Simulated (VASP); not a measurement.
Here is a VASP 6.6.1 calculation.

Contents of POSCAR:

```
C
1.0
    0.0000000000      1.8826768702      1.6002753396
    1.8826768702      0.0000000000      1.6002753396
    1.8826768702      1.8826768702      0.0000000000
C
2
Direct
    0.5000000000      0.5000000000      0.5000000000
    0.7500000000      0.7500000000      0.7500000000
```

The input INCAR.step1:

```
SYSTEM = C
PREC = Accurate
ENCUT = 520
ISMEAR = 0
SIGMA = 0.05
LREAL = .False.
LASPH = .True.
NELM = 100
NBANDS = 11
GGA = PE
ALGO = Normal
EDIFF = 1E-4
LWAVE = .True.
LCHARG = .False.
```

INCAR.step2

```
SYSTEM = C
PREC = Accurate
ENCUT = 520
EDIFF = 1E-6
ISMEAR = 0
SIGMA = 0.05
LREAL = .False.
LASPH = .True.
NELM = 100
ALGO = Normal
ISIF = 2
LWAVE = .False.
LCHARG = .True.
METAGGA = R2SCAN
LMIXTAU = .True.
LELF = .True.
LVHAR = .True.
NBANDS = 11
ISTART = 1
```

The input KPOINTS:

```
Automatic mesh
0
Gamma
  12 12 12
  0 0 0
```

Potentials or basis: VASP PAW PBE potentials, release 64 (C).

Command:

```console
$ cat potpaw_PBE.64/C/POTCAR > POTCAR
$ cp INCAR.step1 INCAR
$ mpirun -np 1 vasp_std > vasp.out
$ cp INCAR.step2 INCAR
$ mpirun -np 1 vasp_std > vasp.out
```

Task: Estimate the band gap on the k mesh.

Result: 0.32 eV, indirect (least direct gap 3.24 eV).

Task: Predict the pressure.

Result: -0.6 GPa.

Stress tensor (GPa, compression positive):
```
-44.77   0.00   0.00
  0.00 -44.77   0.00
  0.00   0.00  87.76
```

Caveat: the PAW data sets were made with another functional, which shifts forces and pressure a little. A k mesh can miss the band edges.
